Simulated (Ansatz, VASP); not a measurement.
**One calculation of Hf4N, two programs**

Contents of POSCAR:

```
Hf4N
1.0
    5.1488401222      0.0000000000     -0.0007791804
    0.0000000000      3.2212443814      0.0000000000
   -0.0185443848      0.0000000000      5.6256026915
Hf N
4 1
Direct
    0.2457164386      0.5000000000      0.1587438166
    0.7542835614      0.5000000000      0.8412561834
    0.7430154418      0.0000000000      0.3289719424
    0.2569845582      0.0000000000      0.6710280576
    0.0000000000      0.0000000000      0.0000000000
```

Contents of INCAR.step1:

```
PREC = Accurate
ENCUT = 520
ISMEAR = 0
SIGMA = 0.1
LREAL = False
LASPH = True
NELM = 100
NBANDS = 30
GGA = PE
ALGO = Normal
EDIFF = 1E-4
LWAVE = True
LCHARG = False
```

INCAR.step2

```
PREC = Accurate
ENCUT = 520
EDIFF = 1E-7
ISMEAR = 0
SIGMA = 0.1
LREAL = False
LASPH = True
NELM = 100
ALGO = Normal
ISIF = 2
LWAVE = False
LCHARG = True
METAGGA = R2SCAN
LMIXTAU = True
LELF = True
LVHAR = True
NBANDS = 30
ISTART = 1
```

The input KPOINTS:

```
Automatic mesh
0
Gamma
  6 10 6
```

Input for Ansatz:

```yaml
crystal:
  lattice:
    - [5.1488401103, 0.0, -0.0007792169]
    - [0.0, 3.2212443853, 0.0]
    - [-0.018544274, 0.0, 5.6256027006]
  atoms:
    - { symbol: Hf, position: [0.2457164442, 0.5, 0.1587438097] }
    - { symbol: Hf, position: [0.7542835558, 0.5, 0.8412561903] }
    - { symbol: Hf, position: [0.7430154462, 0.0, 0.3289719446] }
    - { symbol: Hf, position: [0.2569845538, 0.0, 0.6710280554] }
    - { symbol: "N", position: [0.0, 0.0, 0.0] }
basis:
  ecutwfc: 500
kpoints:
  mp_grid: { grid: [6, 10, 6] }
hamiltonian:
  xc: r2scan
scf:
  occupations: { method: gaussian, width: 0.1 }
output:
  forces: true
  stress: true
  eigenvalues: true
```

Alike in both runs: task single point; functional r2SCAN; k mesh 6 × 10 × 6; occupations gaussian, width 0.1 eV; no spin polarisation.

```csv
,VASP,Ansatz
version,VASP 6.6.1,Ansatz 0.2.0
potentials or method,"VASP PAW PBE potentials, release 64 (Hf_pv, N), cutoff 520 eV","scalar-relativistic, plane waves, PAW"
valence electrons in the cell,45,109
```

Ansatz gave:

| Item | Value |
| --- | --- |
| gap on the k mesh at the Fermi level (eV) | none |
| pressure (GPa) | -1.6 |
| traceless stress, the component that is largest in VASP (GPa) | 0.21 |
| rms of the force components (eV/Å) | 0.061 |

Which values does VASP return?

gap on the k mesh at the Fermi level (eV): none; pressure (GPa): -2.7; traceless stress, the component that is largest in VASP (GPa): 0.23; rms of the force components (eV/Å): 0.096.

VASP's potentials were made for PBE, not for r2SCAN. Atom by atom the forces differ by 0.041 eV/Å (rms over components). A gap of «none» marks a metal or a gap that the smearing closes. With one functional, cell and mesh, what is left measures potentials, basis and numerics. VASP's potentials hold 45 valence electrons a cell and Ansatz's 109, so a difference there can come from the potentials and not from the codes.

Neither program's run includes spin-orbit coupling.
